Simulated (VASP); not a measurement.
A run of VASP 6.6.1:

The input INCAR:

```
SYSTEM = Al5Ga3N8
PREC = Accurate
ENCUT = 600
EDIFF = 1E-6
ISMEAR = 0
SIGMA = 0.1
LREAL = Auto
LASPH = .TRUE.
NELM = 100
ALGO = Normal
ISIF = 3
LWAVE = .FALSE.
LCHARG = .FALSE.
GGA = PS
IBRION = 2
NSW = 100
EDIFFG = -0.05
```

The input KPOINTS:

```
Automatic mesh
0
G
  4 6 6
  0 0 0
```

POSCAR

```
Al5Ga3N8
1.0
    0.0000000000      0.0000000000     -5.0820266000
    3.1283090600      5.4183902300      0.0000000000
    3.1283090600     -5.4183902300      0.0000000000
Al Ga N
5 3 8
Direct
    0.0000000000      0.1666666700      0.3333333300
    0.0000000000      0.1666666700      0.8333333300
    0.0000000000      0.6666666700      0.3333333300
    0.5000000000      0.3333333300      0.6666666700
    0.5000000000      0.3333333300      0.1666666700
    0.0000000000      0.6666666700      0.8333333300
    0.5000000000      0.8333333300      0.6666666700
    0.5000000000      0.8333333300      0.1666666700
    0.6250000000      0.1666666700      0.3333333300
    0.6250000000      0.1666666700      0.8333333300
    0.6250000000      0.6666666700      0.3333333300
    0.6250000000      0.6666666700      0.8333333300
    0.1250000000      0.3333333300      0.6666666700
    0.1250000000      0.3333333300      0.1666666700
    0.1250000000      0.8333333300      0.6666666700
    0.1250000000      0.8333333300      0.1666666700
```

Potentials or basis: VASP PAW PBE potentials, release 64 (Al, Ga_d, N).

Launch:

```bash
$ cat potpaw_PBE.64/Al/POTCAR potpaw_PBE.64/Ga_d/POTCAR potpaw_PBE.64/N/POTCAR > POTCAR
$ mpirun -np 1 vasp_std > vasp.out
```

Hardware: 1 thread of Oxide Virtual Turin-like Processor, with other jobs on the host.

Question: Estimate the wall time of this run.

Answer: Wall time 100 min on 1 thread of Oxide Virtual Turin-like Processor, with other jobs on the host, peak memory 0.53 GiB. Counts: scf iterations 53, k points 47, ion steps 6.
